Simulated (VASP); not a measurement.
# GaN (P6_3mc) in VASP: single point with PBE

Aim: the single point of GaN with PBE.

Everything below comes from runs of VASP 6.6.1. Logs are shortened: lines on timing, memory, paths and dates and some standing lists are left out, and cuts for length are marked.

## (1) The cell of the first run

Symmetry: P6_3mc, No. 186, hexagonal system. Conventional cell: a = 3.180 Å, b = 3.180 Å, c = 5.166 Å, α = 90.00°, β = 90.00°, γ = 120.00°. Within 2.6 Å of Ga (site symmetry 3m) lie 4 N at 1.94 to 1.95 Å. Within 2.6 Å of N (site symmetry 3m) lie 4 Ga at 1.94 to 1.95 Å.

## (2) Single point, PBE

The input, INCAR:

```
  PREC = Accurate
  ENCUT = 520
  EDIFF = 1E-7
  ISMEAR = 0
  SIGMA = 0.05
  LREAL = False
  LASPH = True
  NELM = 60
  ALGO = Normal
  ISIF = 2
  LWAVE = False
  LCHARG = False
  GGA = PE
  NBANDS = 26
```

The input, KPOINTS:

```
regular mesh
0
Gamma
  18 18 8
```

The input, POSCAR:

```
GaN
1.0
    3.1800000000      0.0000000000      0.0000000000
   -1.5900000000      2.7539607800      0.0000000000
    0.0000000000      0.0000000000      5.1660000000
Ga N
2 2
Direct
    0.3333333300      0.6666666700      0.0000000000
    0.6666666700      0.3333333300      0.5000000000
    0.3333333300      0.6666666700      0.3750000000
    0.6666666700      0.3333333300      0.8750000000
```

Potentials or basis: VASP PAW PBE potentials, release 64 (Ga_d, N).

Run with:

```bash
cat potpaw_PBE.64/Ga_d/POTCAR potpaw_PBE.64/N/POTCAR > POTCAR
mpirun -np 1 vasp_std > vasp.out
```

OUTCAR:

```text
PREC = Accurate
   ENCUT = 520
   EDIFF = 1E-7
   ISMEAR = 0
   LREAL = False
   LASPH = True
   NELM = 60
   ISIF = 2
   GGA = PE

 ion  position               nearest neighbor table
   1  0.333  0.667  0.000-   3 1.94   4 1.95   4 1.95   4 1.95
   2  0.667  0.333  0.500-   4 1.94   3 1.95   3 1.95   3 1.95
   3  0.333  0.667  0.375-   1 1.94   2 1.95   2 1.95   2 1.95
   4  0.667  0.333  0.875-   2 1.94   1 1.95   1 1.95   1 1.95

  LATTYP: Found a hexagonal cell.
 ALAT       =     3.1800000000
 C/A-ratio  =     1.6245283019

  Lattice vectors:

 A1 = (   3.1800000000,   0.0000000000,   0.0000000000)
 A2 = (  -1.5900000000,   2.7539607800,   0.0000000000)
 A3 = (   0.0000000000,   0.0000000000,   5.1660000000)

Analysis of symmetry for initial positions (statically):
=====================================================================
 Subroutine PRICEL returns:
 Original cell was already a primitive cell.

 Routine SETGRP: Setting up the symmetry group for a
 hexagonal supercell.

 Subroutine GETGRP returns: Found 12 space group operations
 (whereof  6 operations were pure point group operations)
 out of a pool of 24 trial point group operations.

The static configuration has the point symmetry C_3v.
 The point group associated with its full space group is C_6v.

Analysis of symmetry for dynamics (positions and initial velocities):
=====================================================================
 Subroutine PRICEL returns:
 Original cell was already a primitive cell.

 Routine SETGRP: Setting up the symmetry group for a
 hexagonal supercell.

 Subroutine GETGRP returns: Found 12 space group operations
 (whereof  6 operations were pure point group operations)
 out of a pool of 24 trial point group operations.

The dynamic configuration has the point symmetry C_3v.
 The point group associated with its full space group is C_6v.

 Subroutine INISYM returns: Found 12 space group operations
 (whereof  6 operations are pure point group operations),
 and found     1 'primitive' translations

----------------------------------------------------------------------------------------

                                     Primitive cell

  volume of cell :      45.2417

  direct lattice vectors                    reciprocal lattice vectors
     3.180000000  0.000000000  0.000000000     0.314465409  0.181556689  0.000000000
    -1.590000000  2.753960780  0.000000000     0.000000000  0.363113377  0.000000000
     0.000000000  0.000000000  5.166000000     0.000000000  0.000000000  0.193573364

  length of vectors
     3.180000000  3.179999997  5.166000000     0.363113377  0.363113377  0.193573364

  position of ions in fractional coordinates (direct lattice)
     0.333333330  0.666666670  0.000000000
     0.666666670  0.333333330  0.500000000
     0.333333330  0.666666670  0.375000000
     0.666666670  0.333333330  0.875000000

  ion indices of the primitive-cell ions
   primitive index   ion index
                 1           1
                 2           2
                 3           3
                 4           4

----------------------------------------------------------------------------------------

 KPOINTS: regular mesh

Automatic generation of k-mesh.
 Grid dimensions read from file:
 generate k-points for:   18   18    8

 Generating k-lattice:

  Cartesian coordinates                     Fractional coordinates (reciprocal lattice)
     0.017470300  0.010086483  0.000000000     0.055555556  0.000000000  0.000000000
     0.000000000  0.020172965  0.000000000     0.000000000  0.055555556  0.000000000
     0.000000000  0.000000000  0.024196671     0.000000000  0.000000000  0.125000000

  Length of vectors
     0.020172965  0.020172965  0.024196671

  Shift w.r.t. Gamma in fractional coordinates (k-lattice)
     0.000000000  0.000000000  0.000000000

 Subroutine IBZKPT returns following result:
 ===========================================

 Found    185 irreducible k-points:

 Following reciprocal coordinates:
            Coordinates               Weight
  0.000000  0.000000  0.000000      1.000000
  0.055556 -0.000000  0.000000      6.000000
  0.111111 -0.000000  0.000000      6.000000
  0.166667 -0.000000  0.000000      6.000000
  0.222222 -0.000000  0.000000      6.000000
  0.277778 -0.000000  0.000000      6.000000
[... 16 lines left out ...]
  0.333333  0.111111  0.000000     12.000000
  0.388889  0.111111  0.000000     12.000000
 [... further k-points ...]
   k-points           NKPTS =    185   k-points in BZ     NKDIM =    185   number of bands    NBANDS=     26
   number of dos      NEDOS =    301   number of ions     NIONS =      4
   total plane-waves  NPLWV =  23040
   dimension x,y,z NGX =    24 NGY =   24 NGZ =   40
   dimension x,y,z NGXF=    48 NGYF=   48 NGZF=   80
   ions per type =               2   2
   NGX,Y,Z   is equivalent  to a cutoff of  12.55, 12.55, 12.87 a.u.
   NGXF,Y,Z  is equivalent  to a cutoff of  25.09, 25.09, 25.74 a.u.
 SYSTEM =  unknown system
   PREC   = accura    normal or accurate (medium, high low for compatibility)
   ISTART =      0    job   : 0-new  1-cont  2-samecut
   ICHARG =      2    charge: 1-file 2-atom 10-const
   ISPIN  =      1    spin polarized calculation?
   LNONCOLLINEAR =      F non collinear calculations
   LSORBIT =      F    spin-orbit coupling
   LASPH  =      T    aspherical Exc in radial PAW
   ENCUT  =  520.0 eV  38.22 Ry    6.18 a.u.   5.91  5.91  9.61*2*pi/ulx,y,z
   NELM   =     60;   NELMIN=  2; NELMDL= -5     # of ELM steps
   EDIFF  = 0.1E-06   stopping-criterion for ELM
   LREAL  =      F    real-space projection
   EDIFFG = 0.1E-05   stopping-criterion for IOM
   NSW    =      0    number of steps for IOM
   IBRION =     -1    ionic relax: 0-MD 1-quasi-New 2-CG
   NFREE  =      0    steps in history (QN), initial steepest desc. (CG)
   ISIF   =      2    stress and relaxation
   ISYM   =      2    0-nonsym 1-usesym 2-fastsym
   POTIM  = 0.5000    time-step for ionic-motion
   TEBEG  =    0.0;   TEEND  =   0.0 temperature during run
   PSTRESS=    0.0 pullay stress
   NELECT =      36.0000    total number of electrons
   NUPDOWN=      -1.0000    fix difference up-down
   EMIN   =  10.00;   EMAX   =-10.00  energy-range for DOS
   EFERMI =   0.00;   METHOD = LEGACY
   ISMEAR =     0;   SIGMA  =   0.05  broadening in eV -4-tet -1-fermi 0-gaus
   EFERMI_NEDOS =   21; number of points for ismear=-14 and -15
   IALGO  =     38    algorithm
   IMIX   =      4    mixing-type and parameters
     AMIX     =   0.40;   BMIX     =  1.00
     AMIX_MAG =   1.60;   BMIX_MAG =  1.00
  volume/ion in A,a.u.               =      11.31        76.33
  Fermi-wavevector in a.u.,A,eV,Ry     =   1.517036  2.866782 31.312427  2.301398
  Thomas-Fermi vector in A             =   2.626345
   LORBIT       =      0    0 simple, 1 ext, 2 COOP (PROOUT), +10 PAW based schemes
   GGA     = PE    functional components
   LHFCALC =     F    Hartree Fock is set to
   AEXX    =    0.0000 exact exchange contribution
   IVDW    =     0    specifies the selected vdW correction
   LEPSILON=     F    determine dielectric tensor
   LRPA    =     F    only Hartree local field effects (RPA)
 non-spin polarized calculation
 Gauss-broadening in eV      SIGMA  =   0.05
  energy-cutoff  :      520.00
  volume of cell :       45.24
 maximum number of plane-waves:      1236
 NGX is ok and might be reduce to    24
   NGX = 11   NGY = 11   NGZ = 19

 number of electron      36.0000002 magnetization

 Free energy of the ion-electron system (eV)
  ---------------------------------------------------
  ext. energy  EPLUGINS =         0.00000000
  ---------------------------------------------------
  free energy    TOTEN  =       -24.28512804 eV

  energy without entropy =      -24.28512804  energy(sigma->0) =      -24.28512804

 E-fermi :   5.6702     XC(G=0): -11.7223

 val. band max:        5.4321865123   @ k =   0.0000   0.0000   0.0000
 cond. band min:       7.4048990193   @ k =   0.0000   0.0000   0.0000
 fundamental gap:      1.9727125070
 Fermi energy:         5.6701673245

 k-point     1 :       0.0000    0.0000    0.0000
  band No.  band energies     occupation
      1     -10.6380      2.00000
      2      -9.6779      2.00000
      3      -8.0238      2.00000
      4      -8.0024      2.00000
      5      -8.0024      2.00000
      6      -7.9378      2.00000
[... 18 lines left out ...]
     25      17.2022      0.00000
     26      17.2022      0.00000

 k-point     2 :       0.0556   -0.0000    0.0000
  band No.  band energies     occupation
      1     -10.6067      2.00000
      2      -9.6697      2.00000
      3      -8.0203      2.00000
      4      -7.9978      2.00000
      5      -7.9933      2.00000
      6      -7.9346      2.00000
[... 18 lines left out ...]
     25      17.0224      0.00000
     26      17.2731      0.00000

 k-point     3 :       0.1111   -0.0000    0.0000
  band No.  band energies     occupation
      1     -10.5165      2.00000
      2      -9.6472      2.00000
      3      -8.0083      2.00000
      4      -7.9851      2.00000
      5      -7.9667      2.00000
      6      -7.9232      2.00000
[... 18 lines left out ...]
     25      16.7722      0.00000
     26      17.4615      0.00000

 k-point     4 :       0.1667   -0.0000    0.0000
  band No.  band energies     occupation
      1     -10.3786      2.00000
      2      -9.6159      2.00000
      3      -7.9899      2.00000
      4      -7.9677      2.00000
      5      -7.9265      2.00000
      6      -7.8907      2.00000
[... 18 lines left out ...]
     25      16.9199      0.00000
     26      17.7128      0.00000
[... 496 lines left out ...]
      1      -9.8553      2.00000
      2      -9.5273      2.00000
      3      -7.9547      2.00000
      4      -7.9262      2.00000
      5      -7.8354      2.00000
      6      -7.7974      2.00000
[... 18 lines left out ...]
     25      16.5768      0.00000
     26      18.9452      0.00000

 k-point    23 :       0.3333    0.1111    0.0000
  band No.  band energies     occupation
      1      -9.7542      2.00000
      2      -9.5165      2.00000
      3      -7.9601      2.00000
      4      -7.9197      2.00000
      5      -7.8211      2.00000
      6      -7.7875      2.00000
[... 18 lines left out ...]
     25      17.1570      0.00000
     26      18.9836      0.00000

 k-point    24 :       0.3889    0.1111    0.0000
  band No.  band energies     occupation
      1      -9.6932      2.00000
      2      -9.5120      2.00000
      3      -7.9648      2.00000
      4      -7.9172      2.00000
      5      -7.8141      2.00000
      6      -7.7854      2.00000
[... 18 lines left out ...]
     25      17.7603      0.00000
     26      18.9717      0.00000

 [... further k-points ...]

------------------------ aborting loop because EDIFF is reached ----------------------------------------

  FORCE on cell =-STRESS in cart. coord.  units (eV):
  Direction    XX          YY          ZZ          XY          YZ          ZX
  --------------------------------------------------------------------------------------
  -------------------------------------------------------------------------------------
  Total        1.8619379      1.8619379      2.4760688      0.0000000      0.0000000      0.0000000
  in kB       65.9381128     65.9381126     87.6867578      0.0000000      0.0000000      0.0000000
  external PRESSURE =      73.1876610 kB  Pullay stress =       0.0000000 kB

 VOLUME and BASIS-vectors are now :
 -----------------------------------------------------------------------------
  energy-cutoff  :      520.00
  volume of cell :       45.24
      direct lattice vectors                 reciprocal lattice vectors
     3.180000000  0.000000000  0.000000000     0.314465409  0.181556689  0.000000000
    -1.590000000  2.753960780  0.000000000     0.000000000  0.363113377  0.000000000
     0.000000000  0.000000000  5.166000000     0.000000000  0.000000000  0.193573364

 POSITION                                       TOTAL-FORCE (eV/Angst)
 -----------------------------------------------------------------------------------
     -0.00000      1.83597      0.00000         0.000000     -0.000000     -0.134671
      1.59000      0.91799      2.58300        -0.000000      0.000000     -0.134671
     -0.00000      1.83597      1.93725        -0.000000      0.000000      0.134671
      1.59000      0.91799      4.52025         0.000000      0.000000      0.134671
 -----------------------------------------------------------------------------------
    total drift:                               -0.000011      0.000005     -0.000251

  FREE ENERGIE OF THE ION-ELECTRON SYSTEM (eV)
  ---------------------------------------------------
  free  energy   TOTEN  =       -24.2851280417 eV

  energy  without entropy=      -24.2851280417  energy(sigma->0) =      -24.28512804
```

It took 90 s on 1 thread of AMD EPYC 9R45 (Zen 5), shared host; peak memory 0.26 GiB.

What came out:

```
Free energy            : -24.2851 eV
Pressure               : 7.3 GPa
Largest force          : 0.135 eV/Å
Band gap on the k mesh : 1.97 eV, direct
```

Forces on the atoms (eV/Å):
```
Ga   0.000  0.000 -0.135
Ga   0.000  0.000 -0.135
N    0.000  0.000  0.135
N    0.000  0.000  0.135
```
